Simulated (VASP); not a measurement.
Runs of VASP 6.6.1 on AlN. The structure is that of space group F-43m (No. 216), or close to it. The cells are those of the table. 

```tsv
task	cell	cutoff (eV)	gap on the mesh (eV)	pressure (GPa)
single point	a = 3.061 Å, angles 60.0°, 2 atoms	520	3.23	2.7
single point	a = 3.039 Å, angles 60.0°, 2 atoms	520	3.24	7.8
single point	a = 3.066 Å, angles 60.0°, 2 atoms	520	3.23	1.6
relaxation of cell and atoms	relaxed to 15 GPa from a = 3.070 Å, angles 60.0°, 2 atoms	600	(a)	15.0
relaxation of cell and atoms	relaxed to 7 GPa from a = 3.070 Å, angles 60.0°, 2 atoms	600	3.24	7.0
```

Alike in all rows: level LDA; potentials or basis VASP PAW LDA potentials, release 64 (Al, N); no spin polarisation; k mesh 10 × 10 × 10; smearing gaussian 0.01 eV.

**Question.** Fill in the values left out.

**Answer.** (a) 3.25.

Caveats: the cell is relaxed towards a set pressure, so the enthalpy falls and the energy may rise (some runs).

A k mesh can miss the band edges.
